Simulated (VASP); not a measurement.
# TaN (P-62m) in VASP: a series of runs

Runs on TaN. Level: PBEsol. Tasks: single point.

Everything below comes from runs of VASP 6.6.1. Logs are shortened: lines on timing, memory, paths and dates and some standing lists are left out, and cuts for length are marked.

## (1) The cell of the first run

The structure is hexagonal, space group P-62m (No. 189). The conventional cell has a = 5.161 Å, b = 5.161 Å, c = 2.891 Å, α = 90.00°, β = 90.00°, γ = 120.00°. Within 3.0 Å of Ta (site symmetry -6) lie 6 N at 2.15 Å and 5 Ta at 2.89 to 2.98 Å. Ta (site symmetry -62m) has 3 N at 2.03 Å within 2.7 Å. N (site symmetry m2m) has 5 Ta at 2.03 to 2.15 Å and 6 N at 2.75 to 2.89 Å within 2.9 Å.

## (2) Single point, PBEsol (11.12 Å³/atom)

File INCAR:

```
SYSTEM = TaN
PREC = Accurate
ENCUT = 600
EDIFF = 1E-6
ISMEAR = -1
SIGMA = 0.01
LREAL = .FALSE.
LASPH = .TRUE.
NELM = 120
ALGO = Normal
ISIF = 2
LWAVE = .FALSE.
LCHARG = .TRUE.
GGA = PS
LELF = .TRUE.
LVHAR = .TRUE.
NBANDS = 33
GGA_COMPAT = .FALSE.
```

File KPOINTS:

```
Automatic mesh
0
G
  6 6 9
  0 0 0
```

File POSCAR:

```
TaN
1.0
    5.1611273271      0.0000000000      0.0000000000
   -2.5805636635      4.4696673774      0.0000000000
    0.0000000000      0.0000000000      2.8914624986
Ta N
3 3
Direct
    0.3333333333      0.6666666667      0.5000000000
    0.6666666667      0.3333333333      0.5000000000
    0.0000000000      0.0000000000      0.0000000000
    0.3928500000      0.0000000000      0.0000000000
    0.6071500000      0.6071500000      0.0000000000
    0.0000000000      0.3928500000      0.0000000000
```

Potentials or basis: VASP PAW PBE potentials, release 64 (Ta_pv, N).

Started as:

```
$ cat potpaw_PBE.64/Ta_pv/POTCAR potpaw_PBE.64/N/POTCAR > POTCAR
$ mpirun -np 1 vasp_std > vasp.out
```

OUTCAR:

```text
SYSTEM = TaN
   PREC = Accurate
   ENCUT = 600
   EDIFF = 1E-6
   ISMEAR = -1
   LREAL = .FALSE.
   LASPH = .TRUE.
   NELM = 120
   ISIF = 2
   GGA = PS

 ion  position               nearest neighbor table
   1  0.333  0.667  0.500-   4 2.15   4 2.15   6 2.15   6 2.15   5 2.15   5 2.15   2 2.98   2 2.98
                             2 2.98   3 3.31   3 3.31   3 3.31   3 3.31   3 3.31   3 3.31
   2  0.667  0.333  0.500-   6 2.15   6 2.15   4 2.15   4 2.15   5 2.15   5 2.15   1 2.98   1 2.98
                             1 2.98   3 3.31   3 3.31   3 3.31   3 3.31   3 3.31   3 3.31
   3  0.000  0.000  0.000-   6 2.03   5 2.03   4 2.03   2 3.31   1 3.31   1 3.31   2 3.31   1 3.31
                             1 3.31   2 3.31   2 3.31   2 3.31   2 3.31   1 3.31   1 3.31
   4  0.393  0.000  0.000-   3 2.03   1 2.15   1 2.15   2 2.15   2 2.15
   5  0.607  0.607  0.000-   3 2.03   2 2.15   2 2.15   1 2.15   1 2.15
   6  0.000  0.393  0.000-   3 2.03   2 2.15   2 2.15   1 2.15   1 2.15

  LATTYP: Found a hexagonal cell.
 ALAT       =     5.1611273271
 C/A-ratio  =     0.5602385516

  Lattice vectors:

 A1 = (   5.1611273271,   0.0000000000,   0.0000000000)
 A2 = (  -2.5805636635,   4.4696673774,   0.0000000000)
 A3 = (   0.0000000000,   0.0000000000,   2.8914624986)

Analysis of symmetry for initial positions (statically):
=====================================================================
 Subroutine PRICEL returns:
 Original cell was already a primitive cell.

 Routine SETGRP: Setting up the symmetry group for a
 hexagonal supercell.

 Subroutine GETGRP returns: Found 12 space group operations
 (whereof 12 operations were pure point group operations)
 out of a pool of 24 trial point group operations.

The static configuration has the point symmetry D_3h.

Analysis of symmetry for dynamics (positions and initial velocities):
=====================================================================
 Subroutine PRICEL returns:
 Original cell was already a primitive cell.

 Routine SETGRP: Setting up the symmetry group for a
 hexagonal supercell.

 Subroutine GETGRP returns: Found 12 space group operations
 (whereof 12 operations were pure point group operations)
 out of a pool of 24 trial point group operations.

The dynamic configuration has the point symmetry D_3h.

 Subroutine INISYM returns: Found 12 space group operations
 (whereof 12 operations are pure point group operations),
 and found     1 'primitive' translations

----------------------------------------------------------------------------------------

                                     Primitive cell

  volume of cell :      66.7018

  direct lattice vectors                    reciprocal lattice vectors
     5.161127327  0.000000000  0.000000000     0.193756119  0.111865147  0.000000000
    -2.580563663  4.469667377  0.000000000     0.000000000  0.223730295  0.000000000
     0.000000000  0.000000000  2.891462499     0.000000000  0.000000000  0.345845744

  length of vectors
     5.161127327  5.161127327  2.891462499     0.223730295  0.223730295  0.345845744

  position of ions in fractional coordinates (direct lattice)
     0.333333333  0.666666667  0.500000000
     0.666666667  0.333333333  0.500000000
     0.000000000  0.000000000  0.000000000
     0.392850000  0.000000000  0.000000000
     0.607150000  0.607150000  0.000000000
     0.000000000  0.392850000  0.000000000

  ion indices of the primitive-cell ions
   primitive index   ion index
                 1           1
                 2           2
                 3           3
                 4           4
                 5           5
                 6           6

----------------------------------------------------------------------------------------

 KPOINTS: Automatic mesh

Automatic generation of k-mesh.
 Grid dimensions read from file:
 generate k-points for:    6    6    9

 Generating k-lattice:

  Cartesian coordinates                     Fractional coordinates (reciprocal lattice)
     0.032292686  0.018644191  0.000000000     0.166666667  0.000000000  0.000000000
     0.000000000  0.037288382  0.000000000     0.000000000  0.166666667  0.000000000
     0.000000000  0.000000000  0.038427305     0.000000000  0.000000000  0.111111111

  Length of vectors
     0.037288382  0.037288382  0.038427305

  Shift w.r.t. Gamma in fractional coordinates (k-lattice)
     0.000000000  0.000000000  0.000000000

 Subroutine IBZKPT returns following result:
 ===========================================

 Found     35 irreducible k-points:

 Following reciprocal coordinates:
            Coordinates               Weight
  0.000000  0.000000  0.000000      1.000000
  0.166667  0.000000  0.000000      6.000000
  0.333333  0.000000  0.000000      6.000000
  0.500000  0.000000  0.000000      3.000000
  0.166667  0.166667  0.000000      6.000000
  0.333333  0.166667  0.000000     12.000000
[... 16 lines left out ...]
  0.166667  0.000000  0.333333     12.000000
  0.333333  0.000000  0.333333     12.000000
 [... further k-points ...]
   k-points           NKPTS =     35   k-points in BZ     NKDIM =     35   number of bands    NBANDS=     33
   number of dos      NEDOS =    301   number of ions     NIONS =      6
   total plane-waves  NPLWV =  42336
   dimension x,y,z NGX =    42 NGY =   42 NGZ =   24
   dimension x,y,z NGXF=    84 NGYF=   84 NGZF=   48
   ions per type =               3   3
   NGX,Y,Z   is equivalent  to a cutoff of  13.53, 13.53, 13.80 a.u.
   NGXF,Y,Z  is equivalent  to a cutoff of  27.06, 27.06, 27.60 a.u.
 SYSTEM =  TaN
   PREC   = accura    normal or accurate (medium, high low for compatibility)
   ISTART =      0    job   : 0-new  1-cont  2-samecut
   ICHARG =      2    charge: 1-file 2-atom 10-const
   ISPIN  =      1    spin polarized calculation?
   LNONCOLLINEAR =      F non collinear calculations
   LSORBIT =      F    spin-orbit coupling
   LASPH  =      T    aspherical Exc in radial PAW
   ENCUT  =  600.0 eV  44.10 Ry    6.64 a.u.  10.31 10.31  5.77*2*pi/ulx,y,z
   NELM   =    120;   NELMIN=  2; NELMDL= -5     # of ELM steps
   EDIFF  = 0.1E-05   stopping-criterion for ELM
   LREAL  =      F    real-space projection
[... 7 lines left out ...]
   TEBEG  =    0.0;   TEEND  =   0.0 temperature during run
   PSTRESS=    0.0 pullay stress
   NELECT =      48.0000    total number of electrons
   NUPDOWN=      -1.0000    fix difference up-down
   EMIN   =  10.00;   EMAX   =-10.00  energy-range for DOS
   EFERMI =   0.00;   METHOD = LEGACY
   ISMEAR =    -1;   SIGMA  =   0.01  broadening in eV -4-tet -1-fermi 0-gaus
   EFERMI_NEDOS =   21; number of points for ismear=-14 and -15
   IALGO  =     38    algorithm
   IMIX   =      4    mixing-type and parameters
     AMIX     =   0.40;   BMIX     =  1.00
     AMIX_MAG =   1.60;   BMIX_MAG =  1.00
  volume/ion in A,a.u.               =      11.12        75.02
  Fermi-wavevector in a.u.,A,eV,Ry     =   1.467043  2.772309 29.282659  2.152215
  Thomas-Fermi vector in A             =   2.582708
   LORBIT       =      0    0 simple, 1 ext, 2 COOP (PROOUT), +10 PAW based schemes
   GGA     = PS    functional components
   LHFCALC =     F    Hartree Fock is set to
   AEXX    =    0.0000 exact exchange contribution
   IVDW    =     0    specifies the selected vdW correction
   LEPSILON=     F    determine dielectric tensor
   LRPA    =     F    only Hartree local field effects (RPA)
 non-spin polarized calculation
  energy-cutoff  :      600.00
  volume of cell :       66.70
 maximum number of plane-waves:      2244
 NGX is ok and might be reduce to    42
   NGX = 21   NGY = 21   NGZ = 11

 number of electron      48.0000003 magnetization

 Free energy of the ion-electron system (eV)
  ---------------------------------------------------
  ext. energy  EPLUGINS =         0.00000000
  ---------------------------------------------------
  free energy    TOTEN  =       -71.43384014 eV

  energy without entropy =      -71.43280675  energy(sigma->0) =      -71.43332345

 E-fermi :   8.3813     XC(G=0): -13.2697

 val. band max:        8.3766278705   @ k =   0.0000   0.0000   0.2222
 cond. band min:       8.3882832953   @ k =   0.1667   0.0000   0.2222
 fundamental gap:      0.0116554249
 Fermi energy:         8.3812987894

 k-point     1 :       0.0000    0.0000    0.0000
  band No.  band energies     occupation
      1     -27.7802      2.00000
      2     -27.7802      2.00000
      3     -27.4072      2.00000
      4     -27.4072      2.00000
      5     -27.2151      2.00000
      6     -27.0974      2.00000
[... 25 lines left out ...]
     32      11.6612      0.00000
     33      11.6612      0.00000

 k-point     2 :       0.1667    0.0000    0.0000
  band No.  band energies     occupation
      1     -27.8059      2.00000
      2     -27.7735      2.00000
      3     -27.3823      2.00000
      4     -27.3727      2.00000
      5     -27.2077      2.00000
      6     -27.1042      2.00000
[... 25 lines left out ...]
     32      11.6204      0.00000
     33      11.8737      0.00000

 k-point     3 :       0.3333    0.0000    0.0000
  band No.  band energies     occupation
      1     -27.8488      2.00000
      2     -27.7247      2.00000
      3     -27.4000      2.00000
      4     -27.3104      2.00000
      5     -27.1888      2.00000
      6     -27.1218      2.00000
[... 25 lines left out ...]
     32      12.3484      0.00000
     33      12.4178      0.00000

 k-point     4 :       0.5000    0.0000    0.0000
  band No.  band energies     occupation
      1     -27.8674      2.00000
      2     -27.6635      2.00000
      3     -27.4678      2.00000
      4     -27.2805      2.00000
      5     -27.1738      2.00000
      6     -27.1361      2.00000
[... 673 lines left out ...]
     32      11.9505      0.00000
     33      12.6808      0.00000

 k-point    23 :       0.1667    0.0000    0.3333
  band No.  band energies     occupation
      1     -27.9125      2.00000
      2     -27.7395      2.00000
      3     -27.6714      2.00000
      4     -27.6414      2.00000
      5     -27.2761      2.00000
      6     -27.2490      2.00000
[... 25 lines left out ...]
     32      11.9724      0.00000
     33      13.1361      0.00000

 k-point    24 :       0.3333    0.0000    0.3333
  band No.  band energies     occupation
      1     -27.8973      2.00000
      2     -27.7711      2.00000
      3     -27.6953      2.00000
      4     -27.5978      2.00000
      5     -27.3173      2.00000
      6     -27.2167      2.00000
[... 25 lines left out ...]
     32      12.2190      0.00000
     33      13.6214      0.00000

 [... further k-points ...]

------------------------ aborting loop because EDIFF is reached ----------------------------------------

  FORCE on cell =-STRESS in cart. coord.  units (eV):
  Direction    XX          YY          ZZ          XY          YZ          ZX
  --------------------------------------------------------------------------------------
  -------------------------------------------------------------------------------------
  Total        1.7426349      1.7426349      1.2550481      0.0000000     -0.0000000     -0.0000000
  in kB       41.8581137     41.8581137     30.1462722      0.0000000     -0.0000000     -0.0000000
  external PRESSURE =      37.9541665 kB  Pullay stress =       0.0000000 kB

 VOLUME and BASIS-vectors are now :
 -----------------------------------------------------------------------------
  energy-cutoff  :      600.00
  volume of cell :       66.70
      direct lattice vectors                 reciprocal lattice vectors
     5.161127327  0.000000000  0.000000000     0.193756119  0.111865147  0.000000000
    -2.580563663  4.469667377  0.000000000     0.000000000  0.223730295  0.000000000
     0.000000000  0.000000000  2.891462499     0.000000000  0.000000000  0.345845744

 POSITION                                       TOTAL-FORCE (eV/Angst)
 -----------------------------------------------------------------------------------
     -0.00000      2.97978      1.44573         0.000000      0.000000     -0.000000
      2.58056      1.48989      1.44573         0.000000      0.000000     -0.000000
      0.00000      0.00000      0.00000         0.000000      0.000000     -0.000000
      2.02755      0.00000      0.00000         0.119071      0.000000      0.000000
      1.56679      2.71376      0.00000        -0.059535     -0.103118     -0.000000
     -1.01377      1.75591      0.00000        -0.059535      0.103118     -0.000000
 -----------------------------------------------------------------------------------
    total drift:                               -0.000000     -0.000001     -0.000000

  FREE ENERGIE OF THE ION-ELECTRON SYSTEM (eV)
  ---------------------------------------------------
  free  energy   TOTEN  =       -71.4338401396 eV

  energy  without entropy=      -71.4328067529  energy(sigma->0) =      -71.43332345
```

Run time: 71 s. Hardware: 1 thread of Oxide Virtual Turin-like, shared host; peak memory 0.2 GiB.

Results:

```
Free energy            : -71.4338 eV
Pressure               : 3.8 GPa
Largest force          : 0.119 eV/Å
Band gap on the k mesh : zero (bands 24 and 25 overlap by 3.17 eV)
```

Forces in eV/Å, atoms in the order of the input:
```
Ta   0.000  0.000  0.000
Ta   0.000  0.000  0.000
Ta   0.000  0.000  0.000
N    0.119  0.000  0.000
N   -0.060 -0.103  0.000
N   -0.060  0.103  0.000
```

Caveat: the cell stands under pressure; the PAW data sets were made with another functional, which shifts forces and pressure a little; spin-orbit coupling is left out, which moves the levels of the heavy elements.

## (3) Single point, PBEsol (11.46 Å³/atom)

This run uses another cell than the first one, of 11.46 Å³/atom.

File INCAR:

```
  ALGO = Normal
  EDIFF = 1E-6
  ENCUT = 600
  GGA = PS
  GGA_COMPAT = F
  ISIF = 2
  ISMEAR = -1
  LASPH = T
  LCHARG = F
  LREAL = F
  LWAVE = F
  NBANDS = 33
  NELM = 120
  PREC = Accurate
  SIGMA = 0.01
```

File KPOINTS:

```
k-points
0
Gamma
  6 6 9
```

Edit POSCAR of step 2 so:

```diff
@@ -2,5 +2,5 @@
 1.0
-    5.1611273271      0.0000000000      0.0000000000
-   -2.5805636635      4.4696673774      0.0000000000
-    0.0000000000      0.0000000000      2.8914624986
+    5.2132634551      0.0000000000      0.0000000000
+   -2.6066317275      4.5148185887      0.0000000000
+    0.0000000000      0.0000000000      2.9206711674
 Ta N
```

Potentials or basis: VASP PAW PBE potentials, release 64 (Ta_pv, N).

Started as:

```
$ cat potpaw_PBE.64/Ta_pv/POTCAR potpaw_PBE.64/N/POTCAR > POTCAR
$ mpirun -np 1 vasp_std > vasp.out
```

It took 1.7 min on 1 thread of Oxide Virtual Turin-like, shared host; peak memory 0.2 GiB.

It converged, with:

| Property | Result |
| --- | --- |
| Free energy | -71.4198 eV |
| Pressure | -6.2 GPa |
| Largest force | 0.015 eV/Å |
| Band gap on the k mesh | zero (bands 24 and 25 overlap by 3.07 eV) |

Forces in eV/Å, atoms in the order of the input:
```
Ta   0.000  0.000  0.000
Ta   0.000  0.000  0.000
Ta   0.000  0.000  0.000
N   -0.015  0.000  0.000
N    0.007  0.013  0.000
N    0.007 -0.013  0.000
```

Stress tensor (GPa, compression positive):
```
-5.59  0.00  0.00
 0.00 -5.59  0.00
 0.00  0.00 -7.40
```

Levels at points of the mesh, in eV from the Fermi level:
| k point | band 20 | band 21 | band 22 | band 23 | band 24 | band 25 | band 26 | band 27 | band 28 | band 29 |
| --- | --- | --- | --- | --- | --- | --- | --- | --- | --- | --- |
| (0.00, 0.00, 0.00) | -4.95 | -4.18 | -3.28 | -1.89 | -0.88 | -0.88 | 0.58 | 0.58 | 1.83 | 1.91 |
| (0.50, 0.00, 0.00) | -4.54 | -3.83 | -3.80 | -2.80 | -2.59 | 1.20 | 1.78 | 1.91 | 2.40 | 2.40 |

Caveat: the cell stands under tension; the PAW data sets were made with another functional, which shifts forces and pressure a little; spin-orbit coupling is left out, which moves the levels of the heavy elements.
